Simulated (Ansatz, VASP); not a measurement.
# One calculation of HfIn4SiO6, two programs

Contents of INCAR:

```
PREC     = Accurate       # precision mode
ENCUT    = 520            # plane-wave cutoff, eV
EDIFF    = 1E-6           # SCF threshold, eV
ISMEAR   = -1             # smearing method
SIGMA    = 0.05           # smearing width, eV
LREAL    = False          # projectors in reciprocal space
LASPH    = True           # aspherical terms in the spheres
NELM     = 80             # most SCF steps
ALGO     = Normal         # electronic algorithm
ISIF     = 2              # what is computed and relaxed
LWAVE    = False          # write WAVECAR
LCHARG   = True           # write CHGCAR
GGA      = RE             # functional
LELF     = True           # ELF
LVHAR    = True         
NBANDS   = 63             # bands
```

The input KPOINTS:

```
Automatic mesh
0
Gamma
  4 4 3
```

POSCAR

```
HfIn4SiO6
1.0
    5.6986700000      0.0038100000      0.0155900000
   -0.7050600000      6.1081500000     -0.0057500000
   -2.7371800000     -1.3955700000      6.6307600000
Hf In Si O
1 4 1 6
Direct
    0.1179300000      0.0155600000      0.1329200000
    0.3884200000      0.9990100000      0.7289100000
    0.7586500000      0.0084200000      0.4958600000
    0.2346100000      0.4884100000      0.5330000000
    0.5964900000      0.4821100000      0.2052800000
    0.8677800000      0.4402900000      0.8554400000
    0.5531600000      0.3873800000      0.7929000000
    0.9345400000      0.3848300000      0.6559600000
    0.9841400000      0.2621800000      0.0034700000
    0.9908300000      0.6980600000      0.9845200000
    0.0866500000      0.0649300000      0.3937400000
    0.4868000000      0.1088300000      0.2179900000
```

Contents of input.yaml:

```yaml
crystal:
  lattice:
    - [5.69867, 0.00381, 0.01559]
    - [-0.70506, 6.10815, -0.00575]
    - [-2.73718, -1.39557, 6.63076]
  atoms:
    - { symbol: Hf, position: [0.11793, 0.01556, 0.13292] }
    - { symbol: In, position: [0.38842, 0.99901, 0.72891] }
    - { symbol: In, position: [0.75865, 0.00842, 0.49586] }
    - { symbol: In, position: [0.23461, 0.48841, 0.533] }
    - { symbol: In, position: [0.59649, 0.48211, 0.20528] }
    - { symbol: Si, position: [0.86778, 0.44029, 0.85544] }
    - { symbol: O, position: [0.55316, 0.38738, 0.7929] }
    - { symbol: O, position: [0.93454, 0.38483, 0.65596] }
    - { symbol: O, position: [0.98414, 0.26218, 0.00347] }
    - { symbol: O, position: [0.99083, 0.69806, 0.98452] }
    - { symbol: O, position: [0.08665, 0.06493, 0.39374] }
    - { symbol: O, position: [0.4868, 0.10883, 0.21799] }
kpoints:
  mp_grid: { grid: [4, 4, 3] }
  band_path:
    path: [[0.5, 0.0, 0.0], [0.0, 0.0, 0.0], [0.0, -0.5, 0.0]]
    npoints: 12
scf:
  occupations: { method: fermi_dirac, width: 0.05 }
hamiltonian:
  xc: revpbe
  pseudopotentials: { kind: all_electron, lapw: { basis_error: 0.002 } }
output:
  forces: true
  stress: true
  eigenvalues: true
```

Alike in both runs: functional revPBE; k mesh 4 × 4 × 3; occupations fermi-dirac, width 0.05 eV; no spin polarisation.

|  | VASP | Ansatz |
| --- | --- | --- |
| version | VASP 6.6.1 | Ansatz 0.2.0 |
| potentials or method | VASP PAW PBE potentials, release 64 (Hf_pv, In_d, Si, O), cutoff 520 eV | all-electron LAPW, scalar-relativistic |
| task | single point | band structure |

Ansatz gave:

```
gap on the k mesh at the Fermi level (eV)                     : 1.02
least direct gap on the mesh (eV)                             : 1.18
pressure (GPa)                                                : 1.8
traceless stress, the component that is largest in VASP (GPa) : 0.06
rms of the force components (eV/Å)                            : 0.042
```

Problem. Estimate VASP's values.

Solution. gap on the k mesh at the Fermi level (eV): 1.00; least direct gap on the mesh (eV): 1.17; pressure (GPa): 1.6; traceless stress, the component that is largest in VASP (GPa): 0.08; rms of the force components (eV/Å): 0.063.

VASP's potentials were made for PBE, not for revPBE. Atom by atom the forces differ by 0.044 eV/Å (rms over components). Ansatz ran all-electron here, and VASP with PAW potentials.

Neither program's run includes spin-orbit coupling.
